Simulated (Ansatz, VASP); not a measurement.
# Two plane-wave programs on Be5Te2

Contents of INCAR:

```
SYSTEM = Be5Te2
PREC = Accurate ; ENCUT = 520
EDIFF = 1E-7 ; ISMEAR = 0
SIGMA = 0.2 ; LREAL = .False.
LASPH = .True. ; NELM = 100
ALGO = Normal ; ISIF = 2
LWAVE = .False. ; LCHARG = .False.
GGA = PE ; NBANDS = 20
```

Contents of KPOINTS:

```
regular mesh
0
Gamma
  6 6 2
  0 0 0
```

The input POSCAR:

```
Be5Te2
1.0
    3.8390622840      0.0000000000      0.0000000000
   -1.9195311420      3.3247254646      0.0000000000
    0.0000000000      0.0000000000      9.7368611457
Be Te
5 2
Direct
    0.0000000000      1.0000000000      0.0000000000
    0.6666666667      0.3333333333      0.9916677743
    0.3333333333      0.6666666667      0.0083322257
    0.6666666667      0.3333333333      0.4193840621
    0.3333333333      0.6666666667      0.5806159379
    0.3333333333      0.6666666667      0.3184653671
    0.6666666667      0.3333333333      0.6815346329
```

Input for Ansatz:

```yaml
crystal:
  lattice:
    - [3.839062284, 0.0, 0.0]
    - [-1.919531142, 3.3247254646, 0.0]
    - [0.0, 0.0, 9.7368611457]
  atoms:
    - { symbol: Be, position: [0.0, 1.0, 0.0] }
    - { symbol: Be, position: [0.6666666667, 0.3333333333, 0.9916677743] }
    - { symbol: Be, position: [0.3333333333, 0.6666666667, 0.0083322257] }
    - { symbol: Be, position: [0.6666666667, 0.3333333333, 0.4193840621] }
    - { symbol: Be, position: [0.3333333333, 0.6666666667, 0.5806159379] }
    - { symbol: Te, position: [0.3333333333, 0.6666666667, 0.3184653671] }
    - { symbol: Te, position: [0.6666666667, 0.3333333333, 0.6815346329] }
basis:
  ecutwfc: 420
kpoints:
  mp_grid: { grid: [6, 6, 2] }
hamiltonian:
  xc: pbe
scf:
  occupations: { method: gaussian, width: 0.2 }
  lower_state_search: "off"
output:
  forces: true
  stress: true
  eigenvalues: true
```

Alike in both runs: task single point; functional PBE; k mesh 6 × 6 × 2; occupations gaussian, width 0.2 eV; no spin polarisation.

|  | VASP | Ansatz |
| --- | --- | --- |
| version | VASP 6.6.1 | Ansatz 0.2.0 |
| potentials or method | VASP PAW PBE potentials, release 64 (Be, Te), cutoff 520 eV | scalar-relativistic, plane waves, PAW |
| valence electrons in the cell | 22 | 42 |

|  | VASP | Ansatz | Ansatz less VASP |
| --- | --- | --- | --- |
| gap on the k mesh at the Fermi level (eV) | none | none | - |
| pressure (GPa) | 0.0 | -0.1 | -0.14 |
| traceless stress, the component that is largest in VASP (GPa) | -0.08 | -0.08 | 0.000 |
| rms of the force components (eV/Å) | 0.031 | 0.021 | -0.0099 |

Atom by atom the forces differ by 0.013 eV/Å (rms over components). A gap of «none» marks a metal or a gap that the smearing closes. VASP's potentials hold 22 valence electrons a cell and Ansatz's 42, so a difference there can come from the potentials and not from the codes.

Spin-orbit coupling is off throughout.
